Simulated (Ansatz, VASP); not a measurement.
## Te in VASP and in Ansatz

File INCAR:

```
  PREC = Accurate
  ENCUT = 520
  EDIFF = 1E-6
  ISMEAR = 0
  SIGMA = 0.1
  LREAL = False
  LASPH = True
  NELM = 100
  ALGO = Normal
  ISIF = 2
  LWAVE = False
  LCHARG = True
  GGA = PE
  LELF = True
  LVHAR = True
  NBANDS = 20
```

Contents of KPOINTS:

```
Automatic mesh
0
Gamma
  4 2 6
```

POSCAR

```
Te
1.0
    5.0055233726      0.0000000000      0.0000000000
    0.0000000000      8.2982702700      0.0000000000
    0.0000000000      0.0000000000      3.7322716914
Te
4
Direct
    0.0205000000      0.2500000000      0.6348000000
    0.9795000000      0.7500000000      0.3652000000
    0.4795000000      0.7500000000      0.1348000000
    0.5205000000      0.2500000000      0.8652000000
```

Input for Ansatz:

```yaml
crystal:
  lattice:
    - [5.0055233726, 0.0, 0.0]
    - [0.0, 8.29827027, 0.0]
    - [0.0, 0.0, 3.7322716914]
  atoms:
    - { symbol: Te, position: [0.0205, 0.25, 0.6348] }
    - { symbol: Te, position: [0.9795, 0.75, 0.3652] }
    - { symbol: Te, position: [0.4795, 0.75, 0.1348] }
    - { symbol: Te, position: [0.5205, 0.25, 0.8652] }
basis:
  ecutwfc: 420
kpoints:
  mp_grid: { grid: [4, 2, 6] }
hamiltonian:
  xc: pbe
scf:
  occupations: { method: gaussian, width: 0.1 }
  lower_state_search: "off"
output:
  forces: true
  stress: true
  eigenvalues: true
```

Alike in both runs: task single point; functional PBE; k mesh 4 × 2 × 6; occupations gaussian, width 0.1 eV; no spin polarisation.

```csv
,VASP,Ansatz
version,VASP 6.6.1,Ansatz 0.2.0
potentials or method,"VASP PAW PBE potentials, release 64 (Te), cutoff 520 eV","scalar-relativistic, plane waves, PAW"
valence electrons in the cell,24,64
```

|  | VASP | Ansatz | Ansatz less VASP |
| --- | --- | --- | --- |
| gap on the k mesh at the Fermi level (eV) | none | none | - |
| pressure (GPa) | 6.5 | 6.5 | -0.03 |
| traceless stress, the component that is largest in VASP (GPa) | 12.38 | 12.29 | -0.094 |
| rms of the force components (eV/Å) | 0.633 | 0.630 | -0.0029 |

Atom by atom the forces differ by 0.003 eV/Å (rms over components). A gap of «none» marks a metal or a gap that the smearing closes. VASP's potentials hold 24 valence electrons a cell and Ansatz's 64, so a difference there can come from the potentials and not from the codes.

The k mesh is coarse, so the values compare programs but aren't converged. Spin-orbit coupling is off throughout.
